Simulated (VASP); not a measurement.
Here is a VASP 6.6.1 calculation.

The input INCAR:

```
SYSTEM = NaH
PREC = Accurate ; ENCUT = 520
EDIFF = 1E-6 ; ISMEAR = -1
SIGMA = 0.02 ; LREAL = .False.
LASPH = .True. ; NELM = 80
ALGO = Normal ; ISIF = 2
LWAVE = .False. ; LCHARG = .False.
GGA = PE ; NBANDS = 11
```

The input KPOINTS:

```
regular mesh
0
Gamma
  9 9 9
  0 0 0
```

File POSCAR:

```
NaH
1.0
    0.0000000000      2.4878552867      2.4878552867
    2.4878552867      0.0000000000      2.4878552867
    2.4878552867      2.4878552867      0.0000000000
Na H
1 1
Direct
    0.0000000000      0.0000000000      0.0000000000
    0.5000000000      0.5000000000      0.5000000000
```

Potentials or basis: VASP PAW PBE potentials, release 64 (Na_pv, H).

Launch:

```console
$ cat potpaw_PBE.64/Na_pv/POTCAR potpaw_PBE.64/H/POTCAR > POTCAR
$ mpirun -np 1 vasp_std > vasp.out
```

(1) What does it give for the band gap on the k mesh?

(2) Estimate the pressure.

Answers

(1) 3.90 eV, indirect (least direct gap 4.57 eV).

(2) -1.8 GPa.
